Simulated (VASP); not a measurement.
# MgSe (Fm-3m) in VASP: single point with r2SCAN

Aim: the single point of MgSe with r2SCAN.

Program: VASP 6.6.1. These are calculated values, not measurements. Logs are shortened: lines on timing, memory, paths and dates and some standing lists are left out, and cuts for length are marked.

### 1 The cell of the first run

Symmetry: Fm-3m, No. 225, cubic system. The conventional cell has a = 5.509 Å, b = 5.509 Å, c = 5.509 Å, α = 90.00°, β = 90.00°, γ = 90.00°. Within 3.6 Å of Mg (site symmetry m-3m) lie 6 Se at 2.75 Å. Se (site symmetry m-3m) has 6 Mg at 2.75 Å within 3.6 Å.

### 2 Single point, r2SCAN

POSCAR

```
MgSe
1.0
    0.0000000000      2.7544736754      2.7544736754
    2.7544736754      0.0000000000      2.7544736754
    2.7544736754      2.7544736754      0.0000000000
Mg Se
1 1
Direct
    0.0000000000      0.0000000000      0.0000000000
    0.5000000000      0.5000000000      0.5000000000
```

INCAR.step1

```
PREC     = Accurate       # precision mode
ENCUT    = 660            # plane-wave cutoff, eV
ISMEAR   = 0              # smearing method
SIGMA    = 0.02           # smearing width, eV
LREAL    = False          # projectors in reciprocal space
LASPH    = True           # aspherical terms in the spheres
NELM     = 120            # most SCF steps
NBANDS   = 11             # bands
GGA      = PE             # functional
ALGO     = Normal         # electronic algorithm
EDIFF    = 1E-5           # SCF threshold, eV
LWAVE    = True           # write WAVECAR
LCHARG   = False          # write CHGCAR
GGA_COMPAT= False
```

INCAR.step2

```
PREC     = Accurate       # precision mode
ENCUT    = 660            # plane-wave cutoff, eV
EDIFF    = 1E-6           # SCF threshold, eV
ISMEAR   = 0              # smearing method
SIGMA    = 0.02           # smearing width, eV
LREAL    = False          # projectors in reciprocal space
LASPH    = True           # aspherical terms in the spheres
NELM     = 120            # most SCF steps
ALGO     = Normal         # electronic algorithm
ISIF     = 2              # what is computed and relaxed
LWAVE    = False          # write WAVECAR
LCHARG   = True           # write CHGCAR
METAGGA  = R2SCAN         # meta-GGA
LMIXTAU  = True         
LELF     = True           # ELF
LVHAR    = True         
NBANDS   = 11             # bands
ISTART   = 1            
GGA_COMPAT= False
```

KPOINTS

```
Automatic mesh
0
Gamma
  8 8 8
```

Potentials or basis: VASP PAW PBE potentials, release 64 (Mg, Se).

On the command line:

```console
$ cat potpaw_PBE.64/Mg/POTCAR potpaw_PBE.64/Se/POTCAR > POTCAR
$ cp INCAR.step1 INCAR
$ mpirun -np 1 vasp_std > vasp.out
$ cp INCAR.step2 INCAR
$ mpirun -np 1 vasp_std > vasp.out
```

OUTCAR:

```text
PREC = Accurate
   ENCUT = 660
   EDIFF = 1E-6
   ISMEAR = 0
   LREAL = False
   LASPH = True
   NELM = 120
   ISIF = 2
   METAGGA = R2SCAN
   ISTART = 1

 ion  position               nearest neighbor table
   1  0.000  0.000  0.000-   2 2.75   2 2.75   2 2.75   2 2.75   2 2.75   2 2.75
   2  0.500  0.500  0.500-   1 2.75   1 2.75   1 2.75   1 2.75   1 2.75   1 2.75

  LATTYP: Found a face centered cubic cell.
 ALAT       =     5.5089473508

  Lattice vectors:

 A1 = (   0.0000000000,   2.7544736754,   2.7544736754)
 A2 = (   2.7544736754,   0.0000000000,   2.7544736754)
 A3 = (   2.7544736754,   2.7544736754,   0.0000000000)

Analysis of symmetry for initial positions (statically):
=====================================================================
 Subroutine PRICEL returns:
 Original cell was already a primitive cell.

 Routine SETGRP: Setting up the symmetry group for a
 face centered cubic supercell.

 Subroutine GETGRP returns: Found 48 space group operations
 (whereof 48 operations were pure point group operations)
 out of a pool of 48 trial point group operations.

The static configuration has the point symmetry O_h .

Analysis of symmetry for dynamics (positions and initial velocities):
=====================================================================
 Subroutine PRICEL returns:
 Original cell was already a primitive cell.

 Routine SETGRP: Setting up the symmetry group for a
 face centered cubic supercell.

 Subroutine GETGRP returns: Found 48 space group operations
 (whereof 48 operations were pure point group operations)
 out of a pool of 48 trial point group operations.

The dynamic configuration has the point symmetry O_h .

 Subroutine INISYM returns: Found 48 space group operations
 (whereof 48 operations are pure point group operations),
 and found     1 'primitive' translations

----------------------------------------------------------------------------------------

                                     Primitive cell

  volume of cell :      41.7971

  direct lattice vectors                    reciprocal lattice vectors
     0.000000000  2.754473675  2.754473675    -0.181522882  0.181522882  0.181522882
     2.754473675  0.000000000  2.754473675     0.181522882 -0.181522882  0.181522882
     2.754473675  2.754473675  0.000000000     0.181522882  0.181522882 -0.181522882

  length of vectors
     3.895414029  3.895414029  3.895414029     0.314406854  0.314406854  0.314406854

  position of ions in fractional coordinates (direct lattice)
     0.000000000  0.000000000  0.000000000
     0.500000000  0.500000000  0.500000000

  ion indices of the primitive-cell ions
   primitive index   ion index
                 1           1
                 2           2

----------------------------------------------------------------------------------------

 KPOINTS: Automatic mesh

Automatic generation of k-mesh.
 Grid dimensions read from file:
 generate k-points for:    8    8    8

 Generating k-lattice:

  Cartesian coordinates                     Fractional coordinates (reciprocal lattice)
    -0.022690360  0.022690360  0.022690360     0.125000000  0.000000000  0.000000000
     0.022690360 -0.022690360  0.022690360     0.000000000  0.125000000  0.000000000
     0.022690360  0.022690360 -0.022690360     0.000000000  0.000000000  0.125000000

  Length of vectors
     0.039300857  0.039300857  0.039300857

  Shift w.r.t. Gamma in fractional coordinates (k-lattice)
     0.000000000  0.000000000  0.000000000

 Subroutine IBZKPT returns following result:
 ===========================================

 Found     29 irreducible k-points:

 Following reciprocal coordinates:
            Coordinates               Weight
  0.000000  0.000000  0.000000      1.000000
  0.125000  0.000000  0.000000      8.000000
  0.250000  0.000000  0.000000      8.000000
  0.375000  0.000000  0.000000      8.000000
  0.500000  0.000000  0.000000      4.000000
  0.125000  0.125000  0.000000      6.000000
[... 16 lines left out ...]
  0.500000  0.250000  0.125000     48.000000
 -0.375000  0.250000  0.125000     24.000000
 [... further k-points ...]
   k-points           NKPTS =     29   k-points in BZ     NKDIM =     29   number of bands    NBANDS=     11
   number of dos      NEDOS =    301   number of ions     NIONS =      2
   total plane-waves  NPLWV =  46656
   dimension x,y,z NGX =    36 NGY =   36 NGZ =   36
   dimension x,y,z NGXF=    72 NGYF=   72 NGZF=   72
   ions per type =               1   1
   NGX,Y,Z   is equivalent  to a cutoff of  15.36, 15.36, 15.36 a.u.
   NGXF,Y,Z  is equivalent  to a cutoff of  30.73, 30.73, 30.73 a.u.
 SYSTEM =  unknown system
   PREC   = accura    normal or accurate (medium, high low for compatibility)
   ISTART =      1    job   : 0-new  1-cont  2-samecut
   ICHARG =      0    charge: 1-file 2-atom 10-const
   ISPIN  =      1    spin polarized calculation?
   LNONCOLLINEAR =      F non collinear calculations
   LSORBIT =      F    spin-orbit coupling
   LASPH  =      T    aspherical Exc in radial PAW
   ENCUT  =  660.0 eV  48.51 Ry    6.96 a.u.   8.16  8.16  8.16*2*pi/ulx,y,z
   NELM   =    120;   NELMIN=  2; NELMDL=  0     # of ELM steps
   EDIFF  = 0.1E-05   stopping-criterion for ELM
   LREAL  =      F    real-space projection
   EDIFFG = 0.1E-04   stopping-criterion for IOM
   NSW    =      0    number of steps for IOM
   IBRION =     -1    ionic relax: 0-MD 1-quasi-New 2-CG
   NFREE  =      0    steps in history (QN), initial steepest desc. (CG)
   ISIF   =      2    stress and relaxation
   ISYM   =      2    0-nonsym 1-usesym 2-fastsym
   POTIM  = 0.5000    time-step for ionic-motion
   TEBEG  =    0.0;   TEEND  =   0.0 temperature during run
   PSTRESS=    0.0 pullay stress
   NELECT =       8.0000    total number of electrons
   NUPDOWN=      -1.0000    fix difference up-down
   EMIN   =  10.00;   EMAX   =-10.00  energy-range for DOS
   EFERMI =   0.00;   METHOD = LEGACY
   ISMEAR =     0;   SIGMA  =   0.02  broadening in eV -4-tet -1-fermi 0-gaus
   EFERMI_NEDOS =   21; number of points for ismear=-14 and -15
   IALGO  =     38    algorithm
   IMIX   =      4    mixing-type and parameters
     AMIX     =   0.40;   BMIX     =  1.00
     AMIX_MAG =   1.60;   BMIX_MAG =  1.00
  volume/ion in A,a.u.               =      20.90       141.03
  Fermi-wavevector in a.u.,A,eV,Ry     =   0.943459  1.782878 12.110739  0.890114
  Thomas-Fermi vector in A             =   2.071168
   LORBIT       =      0    0 simple, 1 ext, 2 COOP (PROOUT), +10 PAW based schemes
   METAGGA = R2SCAN    functional components
   LHFCALC =     F    Hartree Fock is set to
   AEXX    =    0.0000 exact exchange contribution
   IVDW    =     0    specifies the selected vdW correction
   LEPSILON=     F    determine dielectric tensor
   LRPA    =     F    only Hartree local field effects (RPA)
 non-spin polarized calculation
 Gauss-broadening in eV      SIGMA  =   0.02
  energy-cutoff  :      660.00
  volume of cell :       41.80
 maximum number of plane-waves:      1639
 NGX is ok and might be reduce to    36
   NGX = 17   NGY = 17   NGZ = 17

 number of electron       8.0000000 magnetization

 Free energy of the ion-electron system (eV)
  ---------------------------------------------------
  ext. energy  EPLUGINS =         0.00000000
  ---------------------------------------------------
  free energy    TOTEN  =       -21.37648532 eV

  energy without entropy =      -21.37648532  energy(sigma->0) =      -21.37648532

 E-fermi :   2.7949     XC(G=0):  -9.7194

 val. band max:        2.7059907784   @ k =   0.0000   0.0000   0.0000
 cond. band min:       5.1113892537   @ k =   0.5000   0.5000   0.0000
 fundamental gap:      2.4053984754
 Fermi energy:         2.7949485656

 k-point     1 :       0.0000    0.0000    0.0000
  band No.  band energies     occupation
      1     -10.5039      2.00000
      2       2.7060      2.00000
      3       2.7060      2.00000
      4       2.7060      2.00000
      5       5.9756      0.00000
      6      10.7424      0.00000
      7      10.7424      0.00000
      8      10.7424      0.00000
      9      13.2160      0.00000
     10      13.2160      0.00000
     11      14.6367      0.00000

 k-point     2 :       0.1250    0.0000    0.0000
  band No.  band energies     occupation
      1     -10.3737      2.00000
      2       1.5829      2.00000
      3       2.6082      2.00000
      4       2.6082      2.00000
      5       6.8767      0.00000
      6      10.4448      0.00000
      7      10.9626      0.00000
      8      10.9626      0.00000
      9      12.2786      0.00000
     10      12.2786      0.00000
     11      14.3246      0.00000

 k-point     3 :       0.2500    0.0000    0.0000
  band No.  band energies     occupation
      1     -10.0267      2.00000
      2      -0.1796      2.00000
      3       2.3942      2.00000
      4       2.3942      2.00000
      5       7.4729      0.00000
      6      10.3658      0.00000
      7      10.3658      0.00000
      8      11.0994      0.00000
      9      12.9396      0.00000
     10      12.9396      0.00000
     11      13.5715      0.00000

 k-point     4 :       0.3750    0.0000    0.0000
  band No.  band energies     occupation
      1      -9.6165      2.00000
      2      -1.5593      2.00000
      3       2.2053      2.00000
      4       2.2053      2.00000
      5       7.2995      0.00000
      6       9.6359      0.00000
      7       9.6359      0.00000
      8      12.1301      0.00000
      9      13.8500      0.00000
     10      14.9189      0.00000
     11      14.9189      0.00000
[... 239 lines left out ...]
 k-point    22 :       0.3750    0.2500    0.1250
  band No.  band energies     occupation
      1      -9.7574      2.00000
      2      -0.4335      2.00000
      3       1.2306      2.00000
      4       2.0304      2.00000
      5       8.1530      0.00000
      6       9.3771      0.00000
      7       9.6237      0.00000
      8      11.7320      0.00000
      9      12.8932      0.00000
     10      15.8780      0.00000
     11      16.5058      0.00000

 k-point    23 :       0.5000    0.2500    0.1250
  band No.  band energies     occupation
      1      -9.4141      2.00000
      2      -1.2241      2.00000
      3       0.7047      2.00000
      4       1.7086      2.00000
      5       8.0454      0.00000
      6       9.0330      0.00000
      7      10.5594      0.00000
      8      11.6370      0.00000
      9      14.3122      0.00000
     10      16.2408      0.00000
     11      17.0213      0.00000

 k-point    24 :      -0.3750    0.2500    0.1250
  band No.  band energies     occupation
      1      -9.2548      2.00000
      2      -1.5810      2.00000
      3       0.5673      2.00000
      4       1.5389      2.00000
      5       8.0180      0.00000
      6       8.7439      0.00000
      7      11.0436      0.00000
      8      12.4257      0.00000
      9      14.5436      0.00000
     10      15.2657      0.00000
     11      17.7393      0.00000

 [... further k-points ...]
[... 5 lines left out ...]
  --------------------------------------------------------------------------------------
  -------------------------------------------------------------------------------------
  Total       -0.4070599     -0.4070599     -0.4070599      0.0000000      0.0000000     -0.0000000
  in kB      -15.6035350    -15.6035350    -15.6035350      0.0000000      0.0000000     -0.0000000
  external PRESSURE =     -15.6035350 kB  Pullay stress =       0.0000000 kB

 VOLUME and BASIS-vectors are now :
 -----------------------------------------------------------------------------
  energy-cutoff  :      660.00
  volume of cell :       41.80
      direct lattice vectors                 reciprocal lattice vectors
     0.000000000  2.754473675  2.754473675    -0.181522882  0.181522882  0.181522882
     2.754473675  0.000000000  2.754473675     0.181522882 -0.181522882  0.181522882
     2.754473675  2.754473675  0.000000000     0.181522882  0.181522882 -0.181522882

 POSITION                                       TOTAL-FORCE (eV/Angst)
 -----------------------------------------------------------------------------------
      0.00000      0.00000      0.00000        -0.000000     -0.000000     -0.000000
      2.75447      2.75447      2.75447         0.000000      0.000000      0.000000
 -----------------------------------------------------------------------------------
    total drift:                                0.000000      0.000000      0.000000

  FREE ENERGIE OF THE ION-ELECTRON SYSTEM (eV)
  ---------------------------------------------------
  free  energy   TOTEN  =       -21.3764853188 eV

  energy  without entropy=      -21.3764853188  energy(sigma->0) =      -21.37648532
```

Wall time 3.1 min (1 thread of Intel Xeon 8259CL, shared host); peak memory 0.22 GiB.

What came out:

```
Free energy            : -21.3765 eV
Pressure               : -1.6 GPa
Band gap on the k mesh : 2.41 eV, indirect (least direct gap 3.27 eV)
```

Caveat: the PAW data sets were made with another functional, which shifts forces and pressure a little. A k mesh can miss the band edges.
